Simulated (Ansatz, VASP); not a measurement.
## One calculation of CaO, two programs

```xyz
2
Lattice="0.0252 2.3988 2.3988 2.3988 0.0252 2.3988 2.3988 2.3988 0.0252" Properties=species:S:1:pos:R:3 pbc="T T T"
Ca    0.0000    0.0000    0.0000
O     2.4114    2.4114    2.4114
```

Change from the starting cell: epitaxial_111 strain -1.0%.

Alike in both runs: task single point; functional r2SCAN; k mesh 10 × 10 × 10; no spin polarisation.

|  | VASP | Ansatz |
| --- | --- | --- |
| version | VASP 6.6.1 | Ansatz 0.2.0 |
| potentials or method | VASP PAW PBE potentials, release 64 (Ca_sv, O) | plane waves, PAW |
| plane-wave cutoff (eV) | 520 | 500 |
| occupations | gaussian, width 0.01 eV | fixed |
| valence electrons in the cell | 16 | 16 |

|  | VASP | Ansatz | Ansatz less VASP |
| --- | --- | --- | --- |
| gap on the k mesh at the Fermi level (eV) | 4.16 | 4.17 | +0.013 |
| pressure (GPa) | 2.8 | 1.7 | -1.12 |
| traceless stress, the component that is largest in VASP (GPa) | -0.85 | -0.86 | -0.011 |

VASP's potentials were made for PBE, not for r2SCAN.
